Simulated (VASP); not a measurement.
# BeSe2 (P6_3/mmc) in VASP: further runs

Runs on BeSe2. Level: r2SCAN. Tasks: single point.

Program: VASP 6.6.1. These are calculated values, not measurements. Logs are shortened: lines on timing, memory, paths and dates and some standing lists are left out, and cuts for length are marked.

## Step 1: The cell of the first run

It takes space group P6_3/mmc (No. 194, hexagonal). The conventional cell has a = 3.185 Å, b = 3.185 Å, c = 12.555 Å, α = 90.00°, β = 90.00°, γ = 120.00°. Within 3.2 Å of Be (site symmetry -6m2) lie 6 Se at 2.45 Å and 6 Be at 3.18 Å. Within 3.2 Å of Se (site symmetry 3m) lie 3 Be at 2.45 Å and 6 Se at 3.18 Å.

## Step 2: Single point, r2SCAN

Contents of POSCAR:

```
BeSe2
1.0
    1.5923720000      2.7580660000      0.0000000000
   -1.5923720000      2.7580660000      0.0000000000
    0.0000000000      0.0000000000     12.5550550000
Be Se
2 4
Direct
    0.3333300000      0.3333400000      0.2500000000
    0.6666600000      0.6666700000      0.7500000000
    0.3333300000      0.3333400000      0.6210000000
    0.6666600000      0.6666700000      0.1210000000
    0.3333300000      0.3333400000      0.8790000000
    0.6666700000      0.6666700000      0.3790000000
```

Contents of INCAR.step1:

```
SYSTEM = BeSe2
PREC     = Accurate       ! precision mode
ENCUT    = 520            ! plane-wave cutoff, eV
ISMEAR   = -1             ! smearing method
SIGMA    = 0.05           ! smearing width, eV
LREAL    = .False.        ! projectors in reciprocal space
LASPH    = .True.         ! aspherical terms in the spheres
NELM     = 80             ! most SCF steps
NBANDS   = 23             ! bands
NELECT   = 27.0         
GGA      = PE             ! functional
ALGO     = Normal         ! electronic algorithm
EDIFF    = 1E-4           ! SCF threshold, eV
LWAVE    = .True.         ! write WAVECAR
LCHARG   = .False.        ! write CHGCAR
```

Contents of INCAR.step2:

```
SYSTEM = BeSe2
PREC     = Accurate       ! precision mode
ENCUT    = 520            ! plane-wave cutoff, eV
EDIFF    = 1E-6           ! SCF threshold, eV
ISMEAR   = -1             ! smearing method
SIGMA    = 0.05           ! smearing width, eV
LREAL    = .False.        ! projectors in reciprocal space
LASPH    = .True.         ! aspherical terms in the spheres
NELM     = 80             ! most SCF steps
ALGO     = Normal         ! electronic algorithm
ISIF     = 2              ! what is computed and relaxed
LWAVE    = .False.        ! write WAVECAR
LCHARG   = .True.         ! write CHGCAR
METAGGA  = R2SCAN         ! meta-GGA
LMIXTAU  = .True.       
LELF     = .True.         ! ELF
LVHAR    = .True.       
NBANDS   = 23             ! bands
NELECT   = 27.0         
ISTART   = 1
```

Contents of KPOINTS:

```
Automatic mesh
0
Gamma
  6 6 2
  0 0 0
```

Potentials or basis: VASP PAW PBE potentials, release 64 (Be, Se).

On the command line:

```
cat potpaw_PBE.64/Be/POTCAR potpaw_PBE.64/Se/POTCAR > POTCAR
cp INCAR.step1 INCAR
mpirun -np 1 vasp_std > vasp.out
cp INCAR.step2 INCAR
mpirun -np 1 vasp_std > vasp.out
```

OUTCAR:

```text
SYSTEM = BeSe2
   PREC = Accurate
   ENCUT = 520
   EDIFF = 1E-6
   ISMEAR = -1
   LREAL = .False.
   LASPH = .True.
   NELM = 80
   ISIF = 2
   METAGGA = R2SCAN
   NELECT = 27.0
   ISTART = 1

 ion  position               nearest neighbor table
   1  0.333  0.333  0.250-   4 2.45   6 2.45   6 2.45   4 2.45   4 2.45   6 2.45
   2  0.667  0.667  0.750-   3 2.45   5 2.45   3 2.45   5 2.45   3 2.45   5 2.45
   3  0.333  0.333  0.621-   2 2.45   2 2.45   2 2.45
   4  0.667  0.667  0.121-   1 2.45   1 2.45   1 2.45
   5  0.333  0.333  0.879-   2 2.45   2 2.45   2 2.45
   6  0.667  0.667  0.379-   1 2.45   1 2.45   1 2.45

  LATTYP: Found a hexagonal cell.
 ALAT       =     3.1847412213
 C/A-ratio  =     3.9422528009

  Lattice vectors:

 A1 = (   1.5923720000,  -2.7580660000,   0.0000000000)
 A2 = (   1.5923720000,   2.7580660000,   0.0000000000)
 A3 = (   0.0000000000,   0.0000000000,  12.5550550000)

Analysis of symmetry for initial positions (statically):
=====================================================================
 Subroutine PRICEL returns:
 Original cell was already a primitive cell.

 Routine SETGRP: Setting up the symmetry group for a
 hexagonal supercell.

 Subroutine GETGRP returns: Found  1 space group operations
 (whereof  1 operations were pure point group operations)
 out of a pool of 24 trial point group operations.

The static configuration has the point symmetry C_1 .

Analysis of symmetry for dynamics (positions and initial velocities):
=====================================================================
 Subroutine PRICEL returns:
 Original cell was already a primitive cell.

 Routine SETGRP: Setting up the symmetry group for a
 hexagonal supercell.

 Subroutine GETGRP returns: Found  1 space group operations
 (whereof  1 operations were pure point group operations)
 out of a pool of 24 trial point group operations.

The dynamic configuration has the point symmetry C_1 .

 Subroutine INISYM returns: Found  1 space group operations
 (whereof  1 operations are pure point group operations),
 and found     1 'primitive' translations

----------------------------------------------------------------------------------------

                                     Primitive cell

  volume of cell :     110.2803

  direct lattice vectors                    reciprocal lattice vectors
     1.592372000  2.758066000  0.000000000     0.313996981  0.181286452  0.000000000
    -1.592372000  2.758066000  0.000000000    -0.313996981  0.181286452  0.000000000
     0.000000000  0.000000000 12.555055000     0.000000000  0.000000000  0.079649193

  length of vectors
     3.184741221  3.184741221 12.555055000     0.362572588  0.362572588  0.079649193

  position of ions in fractional coordinates (direct lattice)
     0.333330000  0.333340000  0.250000000
     0.666660000  0.666670000  0.750000000
     0.333330000  0.333340000  0.621000000
     0.666660000  0.666670000  0.121000000
     0.333330000  0.333340000  0.879000000
     0.666670000  0.666670000  0.379000000

  ion indices of the primitive-cell ions
   primitive index   ion index
                 1           1
                 2           2
                 3           3
                 4           4
                 5           5
                 6           6

----------------------------------------------------------------------------------------

 KPOINTS: Automatic mesh

Automatic generation of k-mesh.
 Grid dimensions read from file:
 generate k-points for:    6    6    2

 Generating k-lattice:

  Cartesian coordinates                     Fractional coordinates (reciprocal lattice)
     0.052332830  0.030214409  0.000000000     0.166666667  0.000000000  0.000000000
    -0.052332830  0.030214409  0.000000000     0.000000000  0.166666667  0.000000000
     0.000000000  0.000000000  0.039824597     0.000000000  0.000000000  0.500000000

  Length of vectors
     0.060428765  0.060428765  0.039824597

  Shift w.r.t. Gamma in fractional coordinates (k-lattice)
     0.000000000  0.000000000  0.000000000

 Subroutine IBZKPT returns following result:
 ===========================================

 Found     40 irreducible k-points:

 Following reciprocal coordinates:
            Coordinates               Weight
  0.000000  0.000000  0.000000      1.000000
  0.166667 -0.000000  0.000000      2.000000
  0.166667  0.166667  0.000000      2.000000
 -0.000000  0.166667  0.000000      2.000000
  0.333333 -0.000000  0.000000      2.000000
  0.333333  0.333333  0.000000      2.000000
[... 16 lines left out ...]
  0.166667  0.166667  0.500000      2.000000
 -0.000000  0.166667  0.500000      2.000000
 [... further k-points ...]
   k-points           NKPTS =     40   k-points in BZ     NKDIM =     40   number of bands    NBANDS=     23
   number of dos      NEDOS =    301   number of ions     NIONS =      6
   total plane-waves  NPLWV =  55296
   dimension x,y,z NGX =    24 NGY =   24 NGZ =   96
   dimension x,y,z NGXF=    48 NGYF=   48 NGZF=  192
   ions per type =               2   4
   NGX,Y,Z   is equivalent  to a cutoff of  12.53, 12.53, 12.71 a.u.
   NGXF,Y,Z  is equivalent  to a cutoff of  25.06, 25.06, 25.42 a.u.
 SYSTEM =  BeSe2
   PREC   = accura    normal or accurate (medium, high low for compatibility)
   ISTART =      1    job   : 0-new  1-cont  2-samecut
   ICHARG =      0    charge: 1-file 2-atom 10-const
   ISPIN  =      1    spin polarized calculation?
   LNONCOLLINEAR =      F non collinear calculations
   LSORBIT =      F    spin-orbit coupling
   LASPH  =      T    aspherical Exc in radial PAW
   ENCUT  =  520.0 eV  38.22 Ry    6.18 a.u.   5.92  5.92 23.34*2*pi/ulx,y,z
   NELM   =     80;   NELMIN=  2; NELMDL=  0     # of ELM steps
   EDIFF  = 0.1E-05   stopping-criterion for ELM
   LREAL  =      F    real-space projection
   EDIFFG = 0.1E-04   stopping-criterion for IOM
   NSW    =      0    number of steps for IOM
   IBRION =     -1    ionic relax: 0-MD 1-quasi-New 2-CG
   NFREE  =      0    steps in history (QN), initial steepest desc. (CG)
   ISIF   =      2    stress and relaxation
   ISYM   =      2    0-nonsym 1-usesym 2-fastsym
   POTIM  = 0.5000    time-step for ionic-motion
   TEBEG  =    0.0;   TEEND  =   0.0 temperature during run
   PSTRESS=    0.0 pullay stress
   NELECT =      27.0000    total number of electrons
   NUPDOWN=      -1.0000    fix difference up-down
   EMIN   =  10.00;   EMAX   =-10.00  energy-range for DOS
   EFERMI =   0.00;   METHOD = LEGACY
   ISMEAR =    -1;   SIGMA  =   0.05  broadening in eV -4-tet -1-fermi 0-gaus
   EFERMI_NEDOS =   21; number of points for ismear=-14 and -15
   IALGO  =     38    algorithm
   IMIX   =      4    mixing-type and parameters
     AMIX     =   0.40;   BMIX     =  1.00
     AMIX_MAG =   1.60;   BMIX_MAG =  1.00
  volume/ion in A,a.u.               =      18.38       124.03
  Fermi-wavevector in a.u.,A,eV,Ry     =   1.024150  1.935362 14.270917  1.048883
  Thomas-Fermi vector in A             =   2.157921
   LORBIT       =      0    0 simple, 1 ext, 2 COOP (PROOUT), +10 PAW based schemes
   METAGGA = R2SCAN    functional components
   LHFCALC =     F    Hartree Fock is set to
   AEXX    =    0.0000 exact exchange contribution
   IVDW    =     0    specifies the selected vdW correction
   LEPSILON=     F    determine dielectric tensor
   LRPA    =     F    only Hartree local field effects (RPA)
 non-spin polarized calculation
  energy-cutoff  :      520.00
  volume of cell :      110.28
 maximum number of plane-waves:      3004
   NGX = 11   NGY = 11   NGZ = 47

 number of electron      27.0000004 magnetization

 Free energy of the ion-electron system (eV)
  ---------------------------------------------------
  ext. energy  EPLUGINS =         0.00000000
  ---------------------------------------------------
  free energy    TOTEN  =       -69.07169180 eV

  energy without entropy =      -69.02759131  energy(sigma->0) =      -69.04964156

 E-fermi :   3.8003     XC(G=0): -10.2250

 val. band max:        3.7293950297   @ k =   0.5000  -0.3333   0.5000
 cond. band min:       3.8301045472   @ k =   0.1667  -0.0000   0.5000
 fundamental gap:      0.1007095175
 Fermi energy:         3.8002593729

 k-point     1 :       0.0000    0.0000    0.0000
  band No.  band energies     occupation
      1     -11.4646      2.00000
      2     -11.1033      2.00000
      3     -10.6981      2.00000
      4     -10.1783      2.00000
      5      -2.5039      2.00000
      6      -0.7211      2.00000
[... 15 lines left out ...]
     22      11.7156      0.00000
     23      12.4290      0.00000

 k-point     2 :       0.1667   -0.0000    0.0000
  band No.  band energies     occupation
      1     -11.0508      2.00000
      2     -10.7032      2.00000
      3     -10.2802      2.00000
      4      -9.7802      2.00000
      5      -2.0776      2.00000
      6      -0.4295      2.00000
[... 15 lines left out ...]
     22      12.2506      0.00000
     23      12.5120      0.00000

 k-point     3 :       0.1667    0.1667    0.0000
  band No.  band energies     occupation
      1     -11.0508      2.00000
      2     -10.7032      2.00000
      3     -10.2802      2.00000
      4      -9.7802      2.00000
      5      -2.0776      2.00000
      6      -0.4295      2.00000
[... 15 lines left out ...]
     22      12.2506      0.00000
     23      12.5120      0.00000
[... 495 lines left out ...]
 k-point    23 :       0.1667    0.1667    0.5000
  band No.  band energies     occupation
      1     -10.9229      2.00000
      2     -10.9229      2.00000
      3      -9.9863      2.00000
      4      -9.9862      2.00000
      5      -1.4954      2.00000
      6      -1.4954      2.00000
[... 15 lines left out ...]
     22      12.1782      0.00000
     23      12.6061      0.00000

 k-point    24 :      -0.0000    0.1667    0.5000
  band No.  band energies     occupation
      1     -10.9230      2.00000
      2     -10.9229      2.00000
      3      -9.9863      2.00000
      4      -9.9862      2.00000
      5      -1.4954      2.00000
      6      -1.4954      2.00000
[... 15 lines left out ...]
     22      12.1783      0.00000
     23      12.6061      0.00000

 [... further k-points ...]
[... 5 lines left out ...]
  --------------------------------------------------------------------------------------
  -------------------------------------------------------------------------------------
  Total      -10.1386005    -10.1385347    -14.2228554      0.0000104     -0.0000297     -0.0000170
  in kB     -147.2959452   -147.2949882   -206.6329500      0.0001509     -0.0004312     -0.0002468
  external PRESSURE =    -167.0746278 kB  Pullay stress =       0.0000000 kB

 VOLUME and BASIS-vectors are now :
 -----------------------------------------------------------------------------
  energy-cutoff  :      520.00
  volume of cell :      110.28
      direct lattice vectors                 reciprocal lattice vectors
     1.592372000  2.758066000  0.000000000     0.313996981  0.181286452  0.000000000
    -1.592372000  2.758066000  0.000000000    -0.313996981  0.181286452  0.000000000
     0.000000000  0.000000000 12.555055000     0.000000000  0.000000000  0.079649193

 POSITION                                       TOTAL-FORCE (eV/Angst)
 -----------------------------------------------------------------------------------
     -0.00002      1.83872      3.13876         0.000012     -0.000008      0.000048
     -0.00002      3.67741      9.41629         0.000001      0.000030     -0.000052
     -0.00002      1.83872      7.79669        -0.000014     -0.000035      0.705875
     -0.00002      3.67741      1.51916        -0.000016     -0.000013      0.705776
     -0.00002      1.83872     11.03589         0.000014      0.000009     -0.705847
      0.00000      3.67744      4.75837         0.000005      0.000018     -0.705799
 -----------------------------------------------------------------------------------
    total drift:                               -0.000000      0.000001     -0.000050

  FREE ENERGIE OF THE ION-ELECTRON SYSTEM (eV)
  ---------------------------------------------------
  free  energy   TOTEN  =       -69.0716917977 eV

  energy  without entropy=      -69.0275913133  energy(sigma->0) =      -69.04964156
```

Wall time 3.5 min (1 thread of Intel Xeon Platinum 8375C at 2.90GHz (Ice Lake), shared host); peak memory 0.28 GiB.

What came out:

```yaml
Free_energy: -69.0717 eV
Largest_force: 0.706 eV/Å
```

Forces on the atoms (eV/Å):
```
Be   0.000  0.000  0.000
Be   0.000  0.000  0.000
Se   0.000  0.000  0.706
Se   0.000  0.000  0.706
Se   0.000  0.000 -0.706
Se   0.000  0.000 -0.706
```

Caveat: the k points lie up to 0.38 Å⁻¹ apart; the cell carries a net charge on a neutralising background, which shifts energy and pressure; the cell is charged against a uniform background, so pressure and absolute levels hang on convention; the PAW data sets were made with another functional, which shifts forces and pressure a little.

## Step 3: Single point, r2SCAN

POSCAR is that of step 2.

Contents of INCAR.step1:

```
ALGO = Normal
EDIFF = 1E-4
ENCUT = 520
GGA = PE
ISMEAR = 1
LASPH = True
LCHARG = False
LREAL = False
LWAVE = True
NBANDS = 23
NELECT = 27.0
NELM = 100
PREC = Accurate
SIGMA = 0.0559
```

Contents of INCAR.step2:

```
ALGO = Normal
EDIFF = 1E-6
ENCUT = 520
ISIF = 2
ISMEAR = 1
ISTART = 1
LASPH = True
LCHARG = False
LMIXTAU = True
LREAL = False
LWAVE = False
METAGGA = R2SCAN
NBANDS = 23
NELECT = 27.0
NELM = 100
PREC = Accurate
SIGMA = 0.0559
```

Contents of KPOINTS:

```
k-points
0
Gamma
  6 6 2
```

Potentials or basis: VASP PAW PBE potentials, release 64 (Be, Se).

On the command line:

```
cat potpaw_PBE.64/Be/POTCAR potpaw_PBE.64/Se/POTCAR > POTCAR
cp INCAR.step1 INCAR
mpirun -np 1 vasp_std > vasp.out
cp INCAR.step2 INCAR
mpirun -np 1 vasp_std > vasp.out
```

OUTCAR:

```text
EDIFF = 1E-6
   ENCUT = 520
   ISIF = 2
   ISMEAR = 1
   ISTART = 1
   LASPH = True
   LREAL = False
   METAGGA = R2SCAN
   NELECT = 27.0
   NELM = 100
   PREC = Accurate

 ion  position               nearest neighbor table
   1  0.333  0.333  0.250-   4 2.45   6 2.45   6 2.45   4 2.45   4 2.45   6 2.45
   2  0.667  0.667  0.750-   3 2.45   5 2.45   3 2.45   5 2.45   3 2.45   5 2.45
   3  0.333  0.333  0.621-   2 2.45   2 2.45   2 2.45
   4  0.667  0.667  0.121-   1 2.45   1 2.45   1 2.45
   5  0.333  0.333  0.879-   2 2.45   2 2.45   2 2.45
   6  0.667  0.667  0.379-   1 2.45   1 2.45   1 2.45

  LATTYP: Found a hexagonal cell.
 ALAT       =     3.1847412213
 C/A-ratio  =     3.9422528009

  Lattice vectors:

 A1 = (   1.5923720000,  -2.7580660000,   0.0000000000)
 A2 = (   1.5923720000,   2.7580660000,   0.0000000000)
 A3 = (   0.0000000000,   0.0000000000,  12.5550550000)

Analysis of symmetry for initial positions (statically):
=====================================================================
[... 183 lines left out ...]
 cond. band min:       3.8177653158   @ k =   0.1667  -0.0000   0.5000
 fundamental gap:      0.0758000153
 Fermi energy:         3.7936555012

 k-point     1 :       0.0000    0.0000    0.0000
  band No.  band energies     occupation
      1     -11.4707      2.00000
      2     -11.1109      2.00000
      3     -10.7056      2.00000
      4     -10.1888      2.00000
      5      -2.4884      2.00000
      6      -0.7090      2.00000
[... 613 lines left out ...]
     22      12.1760      0.00000
     23      12.5968      0.00000

 [... further k-points ...]

------------------------ aborting loop because EDIFF is reached ----------------------------------------

  FORCE on cell =-STRESS in cart. coord.  units (eV):
  Direction    XX          YY          ZZ          XY          YZ          ZX
  --------------------------------------------------------------------------------------
  -------------------------------------------------------------------------------------
  Total      -10.6348473    -10.6347672    -13.6082255      0.0000115     -0.0000211     -0.0000119
  in kB     -154.5055334   -154.5043702   -197.7034638      0.0001677     -0.0003066     -0.0001730
  external PRESSURE =    -168.9044558 kB  Pullay stress =       0.0000000 kB

 VOLUME and BASIS-vectors are now :
 -----------------------------------------------------------------------------
  energy-cutoff  :      520.00
  volume of cell :      110.28
      direct lattice vectors                 reciprocal lattice vectors
     1.592372000  2.758066000  0.000000000     0.313996981  0.181286452  0.000000000
    -1.592372000  2.758066000  0.000000000    -0.313996981  0.181286452  0.000000000
     0.000000000  0.000000000 12.555055000     0.000000000  0.000000000  0.079649193

 POSITION                                       TOTAL-FORCE (eV/Angst)
 -----------------------------------------------------------------------------------
     -0.00002      1.83872      3.13876         0.000011     -0.000006      0.000018
     -0.00002      3.67741      9.41629         0.000001      0.000028     -0.000204
     -0.00002      1.83872      7.79669        -0.000010     -0.000031      0.611639
     -0.00002      3.67741      1.51916        -0.000013     -0.000009      0.611589
     -0.00002      1.83872     11.03589         0.000010      0.000004     -0.611399
      0.00000      3.67744      4.75837         0.000000      0.000014     -0.611643
 -----------------------------------------------------------------------------------
    total drift:                                0.000003     -0.000001      0.000145

  FREE ENERGIE OF THE ION-ELECTRON SYSTEM (eV)
  ---------------------------------------------------
  free  energy   TOTEN  =       -69.0466143140 eV

  energy  without entropy=      -69.0468393107  energy(sigma->0) =      -69.04668931
```

OUTCAR.step1:

```text
EDIFF = 1E-4
   ENCUT = 520
   GGA = PE
   ISMEAR = 1
[... 862 lines left out ...]
     -0.00002      1.83872      7.79669        -0.000058     -0.000052      0.586331
     -0.00002      3.67741      1.51916        -0.000038     -0.000054      0.597466
     -0.00002      1.83872     11.03589         0.000052      0.000031     -0.600070
      0.00000      3.67744      4.75837         0.000019      0.000060     -0.582243
 -----------------------------------------------------------------------------------
    total drift:                               -0.000026      0.000031     -0.001803

  FREE ENERGIE OF THE ION-ELECTRON SYSTEM (eV)
  ---------------------------------------------------
  free  energy   TOTEN  =       -24.9805014941 eV

  energy  without entropy=      -24.9765981560  energy(sigma->0) =      -24.97920038
```

Wall time 3.5 min (1 thread of Intel Xeon Platinum 8375C at 2.90GHz (Ice Lake), shared host); peak memory 0.28 GiB.

Results:

```yaml
Free_energy: -69.0466 eV
Largest_force: 0.612 eV/Å
```

Forces on the atoms (eV/Å):
```
Be   0.000  0.000  0.000
Be   0.000  0.000  0.000
Se   0.000  0.000  0.612
Se   0.000  0.000  0.612
Se   0.000  0.000 -0.611
Se   0.000  0.000 -0.612
```

Caveat: the k points lie up to 0.38 Å⁻¹ apart; the cell carries a net charge on a neutralising background, which shifts energy and pressure; the cell is charged against a uniform background, so pressure and absolute levels hang on convention; the PAW data sets were made with another functional, which shifts forces and pressure a little.
